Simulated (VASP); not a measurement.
Wanted: the native input for a VASP 6.6.1 run.

```yaml
Task: single point
Functional: PBEsol
Potentials_or_basis: VASP PAW PBE potentials, release 64 (Ba_sv, Ti_sv, O, H)
Cutoff: 520 eV
k_mesh: 2 × 2 × 4
Occupations: gaussian, width 0.02 eV
Spin: no spin polarisation
Dipole_correction: no
Further_INCAR_settings: ALGO = Normal; EDIFF = 1e-06; NBANDS = 96
```

The structure of Ba4Ti4HO12 (a cell with a defect) lies in POSCAR:

```
Ba4Ti4HO12
1.0
    5.6547340000      3.2647620000      4.6367860000
   -5.6547340000      3.2647620000      4.6367860000
    0.0000000000     -3.2647620000      2.3183930000
Ba Ti O H
4 4 12 1
Direct
    0.0225326279      0.0225326279      0.0059669946
    0.0077985368      0.5109352953      0.0020552433
    0.5109352953      0.0077985368      0.0020552433
    0.4984993939      0.4984993939      0.0005494064
    0.2596069479      0.2596069479      0.5041927909
    0.2562980649      0.7619068756      0.5028407324
    0.7619068756      0.2562980649      0.5028407324
    0.7341617392      0.7341617392      0.4895876205
    0.2597885459      0.2597885459      0.0026529718
    0.0097737955      0.2604080291      0.5039153663
    0.2604080291      0.0097737955      0.5039153663
    0.2529452033      0.7610642027      0.0047770703
   -0.0054441533      0.7791557277      0.5063688383
    0.2524770749      0.5126032157      0.5034256551
    0.7610642027      0.2529452033      0.0047770703
    0.5126032157      0.2524770749      0.5034256551
    0.7791557277     -0.0054441533      0.5063688383
    0.7416877840      0.7416877840      0.0093493188
    0.5011866237      0.7555038361      0.5044640756
    0.7555038361      0.5011866237      0.5044640756
   -0.0944893667     -0.0944893667      0.5088069345
```

The input as run:

INCAR

```
PREC = Accurate ; ENCUT = 520
EDIFF = 1E-6 ; ISMEAR = 0
SIGMA = 0.02 ; LREAL = F
LASPH = T ; NELM = 120
ALGO = Normal ; ISIF = 2
LWAVE = F ; LCHARG = F
GGA = PS ; NBANDS = 96
GGA_COMPAT = F
```

KPOINTS

```
Automatic mesh
0
Gamma
  2 2 4
```

Potentials or basis: VASP PAW PBE potentials, release 64 (Ba_sv, Ti_sv, O, H).

Run with:

```bash
$ cat potpaw_PBE.64/Ba_sv/POTCAR potpaw_PBE.64/Ti_sv/POTCAR potpaw_PBE.64/O/POTCAR potpaw_PBE.64/H/POTCAR > POTCAR
$ mpirun -np 1 vasp_std > vasp.out
```

It gave:

```yaml
Pressure: 0.9 GPa
Largest_force: 0.072 eV/Å
Band_gap_on_the_k_mesh: zero (an odd number of electrons rules out a gap without spin polarisation)
```

Caveat: the k points lie up to 0.39 Å⁻¹ apart, too coarse for converged energies and pressures of a metal; the PAW data sets were made with another functional, which shifts forces and pressure a little; spin-orbit coupling is left out, which moves the levels of the heavy elements; an odd number of electrons without spin polarisation forces a metal; a magnetic or distorted state may lie lower; semilocal functionals often make such compounds metallic where correlation or magnetic order opens a gap, which also shifts bond lengths.

It took 5.8 min on 1 thread of Intel(R) Xeon(R) Platinum 8488C (Sapphire Rapids), with other jobs on the host, peak memory 0.43 GiB.
